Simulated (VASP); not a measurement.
# Tl (P6_3/mmc) in VASP: settings compared, part 2 of 2

VASP 6.6.1. The steps go on from the part before.

## (4) Single point, PBE

This run uses another cell than the first one, of 31.42 Å³/atom.

INCAR reads:

```
SYSTEM = Tl
PREC = Accurate
ENCUT = 520
EDIFF = 1E-7
ISMEAR = 1
SIGMA = 0.1
LREAL = .FALSE.
LASPH = .TRUE.
NELM = 100
ALGO = Normal
ISIF = 2
LWAVE = .FALSE.
LCHARG = .FALSE.
GGA = PE
NBANDS = 20
```

KPOINTS reads:

```
regular mesh
0
G
  18 18 10
  0 0 0
```

POSCAR reads:

```
Tl
1.0
    3.5809177412      0.0000000000      0.0000000000
   -1.7904588706      3.1011657327      0.0000000000
    0.0000000000      0.0000000000      5.6579086144
Tl
2
Direct
    0.0000000000      0.0000000000      0.0000000000
    0.3333333333      0.6666666667      0.5000000000
```

Potentials or basis: VASP PAW PBE potentials, release 64 (Tl_d).

Run with:

```bash
$ cat potpaw_PBE.64/Tl_d/POTCAR > POTCAR
$ mpirun -np 1 vasp_std > vasp.out
```

OUTCAR:

```text
SYSTEM = Tl
   PREC = Accurate
   ENCUT = 520
   EDIFF = 1E-7
   ISMEAR = 1
   LREAL = .FALSE.
   LASPH = .TRUE.
   NELM = 100
   ISIF = 2
   GGA = PE

 ion  position               nearest neighbor table
   1  0.000  0.000  0.000-   2 3.50   2 3.50   2 3.50   2 3.50   2 3.50   2 3.50
   2  0.333  0.667  0.500-   1 3.50   1 3.50   1 3.50   1 3.50   1 3.50   1 3.50

  LATTYP: Found a hexagonal cell.
 ALAT       =     3.5809177412
 C/A-ratio  =     1.5800163599

  Lattice vectors:

 A1 = (   3.5809177412,   0.0000000000,   0.0000000000)
 A2 = (  -1.7904588706,   3.1011657327,   0.0000000000)
 A3 = (   0.0000000000,   0.0000000000,   5.6579086144)

Analysis of symmetry for initial positions (statically):
=====================================================================
 Subroutine PRICEL returns:
 Original cell was already a primitive cell.

 Routine SETGRP: Setting up the symmetry group for a
 hexagonal supercell.

 Subroutine GETGRP returns: Found 24 space group operations
 (whereof 12 operations were pure point group operations)
 out of a pool of 24 trial point group operations.

The static configuration has the point symmetry D_3h.
 The point group associated with its full space group is D_6h.

Analysis of symmetry for dynamics (positions and initial velocities):
=====================================================================
 Subroutine PRICEL returns:
 Original cell was already a primitive cell.

 Routine SETGRP: Setting up the symmetry group for a
 hexagonal supercell.

 Subroutine GETGRP returns: Found 24 space group operations
 (whereof 12 operations were pure point group operations)
 out of a pool of 24 trial point group operations.

The dynamic configuration has the point symmetry D_3h.
 The point group associated with its full space group is D_6h.

 Subroutine INISYM returns: Found 24 space group operations
 (whereof 12 operations are pure point group operations),
 and found     1 'primitive' translations

[... 110 lines left out ...]
   EFERMI_NEDOS =   21; number of points for ismear=-14 and -15
   IALGO  =     38    algorithm
   IMIX   =      4    mixing-type and parameters
     AMIX     =   0.40;   BMIX     =  1.00
     AMIX_MAG =   1.60;   BMIX_MAG =  1.00
  volume/ion in A,a.u.               =      31.42       212.00
  Fermi-wavevector in a.u.,A,eV,Ry     =   1.219947  2.305365 20.249143  1.488270
  Thomas-Fermi vector in A             =   2.355181
   LORBIT       =      0    0 simple, 1 ext, 2 COOP (PROOUT), +10 PAW based schemes
   GGA     = PE    functional components
   LHFCALC =     F    Hartree Fock is set to
   AEXX    =    0.0000 exact exchange contribution
   IVDW    =     0    specifies the selected vdW correction
   LEPSILON=     F    determine dielectric tensor
   LRPA    =     F    only Hartree local field effects (RPA)
 non-spin polarized calculation
 Methfessel and Paxton  Order N= 1 SIGMA  =   0.10
  energy-cutoff  :      520.00
  volume of cell :       62.83
 maximum number of plane-waves:      1719
 NGX is ok and might be reduce to    28
   NGX = 13   NGY = 13   NGZ = 21

 number of electron      25.9999999 magnetization

 Free energy of the ion-electron system (eV)
  ---------------------------------------------------
  ext. energy  EPLUGINS =         0.00000000
  ---------------------------------------------------
  free energy    TOTEN  =        -4.45468366 eV

  energy without entropy =       -4.45550037  energy(sigma->0) =       -4.45495589

 E-fermi :   5.6326     XC(G=0):  -9.7277

 val. band max:        5.6246423756   @ k =   0.2222   0.1111   0.2000
 cond. band min:       5.6902161030   @ k =   0.1667   0.1667   0.2000
 fundamental gap:      0.0655737274
 Fermi energy:         5.6326011613

 k-point     1 :       0.0000    0.0000    0.0000
  band No.  band energies     occupation
      1      -5.9943      2.00000
      2      -5.8305      2.00000
      3      -5.8278      2.00000
      4      -5.8278      2.00000
      5      -5.7858      2.00000
      6      -5.7858      2.00000
[... 541 lines left out ...]
     19      14.1008      0.00000
     20      14.7537      0.00000

 [... further k-points ...]

------------------------ aborting loop because EDIFF is reached ----------------------------------------

  FORCE on cell =-STRESS in cart. coord.  units (eV):
  Direction    XX          YY          ZZ          XY          YZ          ZX
  --------------------------------------------------------------------------------------
  -------------------------------------------------------------------------------------
  Total       -0.0160807     -0.0160807     -0.0358155     -0.0000000      0.0000000      0.0000000
  in kB       -0.4100525     -0.4100525     -0.9132839     -0.0000000      0.0000000      0.0000000
  external PRESSURE =      -0.5777963 kB  Pullay stress =       0.0000000 kB

 VOLUME and BASIS-vectors are now :
 -----------------------------------------------------------------------------
  energy-cutoff  :      520.00
  volume of cell :       62.83
      direct lattice vectors                 reciprocal lattice vectors
     3.580917741  0.000000000  0.000000000     0.279258021  0.161229693  0.000000000
    -1.790458871  3.101165733  0.000000000     0.000000000  0.322459387  0.000000000
     0.000000000  0.000000000  5.657908614     0.000000000  0.000000000  0.176743753

 POSITION                                       TOTAL-FORCE (eV/Angst)
 -----------------------------------------------------------------------------------
      0.00000      0.00000      0.00000         0.000000     -0.000000      0.000000
     -0.00000      2.06744      2.82895        -0.000000      0.000000      0.000000
 -----------------------------------------------------------------------------------
    total drift:                                0.000000     -0.000000     -0.000000

  FREE ENERGIE OF THE ION-ELECTRON SYSTEM (eV)
  ---------------------------------------------------
  free  energy   TOTEN  =        -4.4546836590 eV

  energy  without entropy=       -4.4555003653  energy(sigma->0) =       -4.45495589
```

OSZICAR:

```text
N       E                     dE             d eps       ncg     rms          rms(c)
DAV:   1     0.126865687399E+03    0.12687E+03   -0.13820E+04  9072   0.119E+03
DAV:   2    -0.222686889602E+01   -0.12909E+03   -0.12686E+03  9708   0.270E+02
DAV:   3    -0.448197398912E+01   -0.22551E+01   -0.22502E+01 10292   0.319E+01
DAV:   4    -0.449622468897E+01   -0.14251E-01   -0.14250E-01  9420   0.281E+00
DAV:   5    -0.449644704155E+01   -0.22235E-03   -0.22235E-03  9932   0.356E-01    0.228E+00
DAV:   6    -0.446085917789E+01    0.35588E-01   -0.63067E-02  9404   0.187E+00    0.165E+00
DAV:   7    -0.445498575664E+01    0.58734E-02   -0.25516E-02  9744   0.119E+00    0.649E-01
DAV:   8    -0.445466999494E+01    0.31576E-03   -0.16253E-03  9332   0.297E-01    0.339E-02
DAV:   9    -0.445467796436E+01   -0.79694E-05   -0.15456E-05  9960   0.316E-02    0.160E-02
DAV:  10    -0.445468350094E+01   -0.55366E-05   -0.50927E-06  9488   0.175E-02    0.100E-03
DAV:  11    -0.445468360232E+01   -0.10137E-06   -0.15332E-07  7824   0.229E-03    0.536E-04
DAV:  12    -0.445468365904E+01   -0.56723E-07   -0.20284E-08  4768   0.108E-03
   1 F= -.44546837E+01 E0= -.44549559E+01  d E =0.816706E-03
```

It took 70 s on 1 thread of Intel Xeon 6975P-C (Granite Rapids), shared host; peak memory 0.34 GiB.

Results:

- Free energy: -4.4547 eV
- Pressure: -0.1 GPa
- Band gap on the k mesh: zero (bands 13 and 14 overlap by 5.24 eV)

Levels at points of the mesh, in eV from the Fermi level:
```csv
k point,band 9,band 10,band 11,band 12,band 13,band 14,band 15,band 16,band 17,band 18
"(0.00, 0.00, 0.00)",-11.10,-11.10,-9.44,-5.05,-2.43,7.24,7.24,9.15,9.15,9.97
"(0.50, 0.00, 0.00)",-11.08,-11.06,-5.75,-4.62,-0.73,0.60,1.34,3.61,3.62,7.62
"(0.00, 0.00, 0.50)",-11.19,-11.19,-8.12,-8.12,3.19,3.19,8.15,8.15,8.15,8.15
"(0.50, 0.00, 0.50)",-11.09,-11.09,-4.81,-4.81,-1.97,-1.97,5.15,5.15,5.74,5.74
```

Caveat: spin-orbit coupling is left out, which moves the levels of the heavy elements.

## (5) Overview

| level | potentials or basis | cell | gap on the mesh (eV) | pressure (GPa) |
| --- | --- | --- | --- | --- |
| LDA | VASP PAW LDA potentials, release 64 (Tl_d) | a = 3.407, b = 3.407, c = 5.429 Å, angles 90.0, 90.0, 120.0°, 2 atoms | none | 0.1 |
| PBEsol | VASP PAW PBE potentials, release 64 (Tl_d) | a = 3.462, b = 3.462, c = 5.512 Å, angles 90.0, 90.0, 120.0°, 2 atoms | none | -0.1 |
| PBE | VASP PAW PBE potentials, release 64 (Tl_d) | a = 3.581, b = 3.581, c = 5.658 Å, angles 90.0, 90.0, 120.0°, 2 atoms | none | -0.1 |

Alike in all rows: task single point; no spin polarisation; k mesh 18 × 18 × 10; cutoff (eV) 520; smearing methfessel-paxton 0.1 eV.

Caveats: spin-orbit coupling is left out, which moves the levels of the heavy elements; the PAW data sets were made with another functional, which shifts forces and pressure a little (at least some runs).

Total energies depend on the potentials used, so only differences within one code and one set of settings carry meaning.
